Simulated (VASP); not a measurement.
Set up this calculation in VASP 6.6.1, as the native input.

```yaml
Task: relaxation of cell and atoms
Functional: PBE
Potentials_or_basis: VASP PAW PBE potentials, release 64 (Si, Se)
Cutoff: 600 eV
k_mesh: 4 × 4 × 6
Occupations: gaussian, width 0.1 eV
Spin: no spin polarisation
Dipole_correction: no
Further_INCAR_settings: ALGO = Normal; EDIFF = 1e-06; IBRION = 2; EDIFFG = -0.04; NSW = 90; ISIF = 3
```

The structure of Si2Se lies in POSCAR:

```
Si2Se
1.0
    4.7880727875      0.0000000000      0.0000000000
    0.0000000000      5.8438058864      0.0000000000
    0.0000000000      0.0000000000      3.6480964963
Si Se
4 2
Direct
    0.2004000000      0.3787000000      0.0000000000
    0.7996000000      0.6213000000      0.0000000000
    0.7004000000      0.1213000000      0.5000000000
    0.2996000000      0.8787000000      0.5000000000
    0.0000000000      0.0000000000      0.0000000000
    0.5000000000      0.5000000000      0.5000000000
```

These files were run (other wordings do the same):

INCAR

```
  ALGO = Normal
  EDIFF = 1E-6
  EDIFFG = -0.04
  ENCUT = 600
  GGA = PE
  IBRION = 2
  ISIF = 3
  ISMEAR = 0
  LASPH = True
  LCHARG = False
  LREAL = False
  LWAVE = False
  NELM = 100
  NSW = 90
  PREC = Accurate
  SIGMA = 0.1
```

KPOINTS

```
k-points
0
Gamma
  4 4 6
```

Potentials or basis: VASP PAW PBE potentials, release 64 (Si, Se).

Command:

```console
$ cat potpaw_PBE.64/Si/POTCAR potpaw_PBE.64/Se/POTCAR > POTCAR
$ mpirun -np 1 vasp_std > vasp.out
```

Results of the run:

| Quantity | Value |
| --- | --- |
| Relaxed volume | 19.46 Å³/atom |
| Relaxed cell | a = 4.943 Å, b = 7.222 Å, c = 3.272 Å, α = 90.00°, β = 90.00°, γ = 90.00° |
| Space group after relaxing (to 0.1 Å) | Pnnm (No. 58) |
| Energy gained by relaxing | 336.1 meV/atom |
| Ionic steps | 23 |
| Pressure after relaxing | 0.0 GPa |
| Largest force after relaxing | 0.021 eV/Å |
| Band gap on the k mesh | zero (bands 14 and 15 overlap by 2.09 eV) |

Caveat: a cell axis changed by over 15 % at a fixed basis, so the end point is rough.

It took 17 min on 1 thread of Intel Xeon 8259CL, with other jobs on the host, peak memory 0.25 GiB.
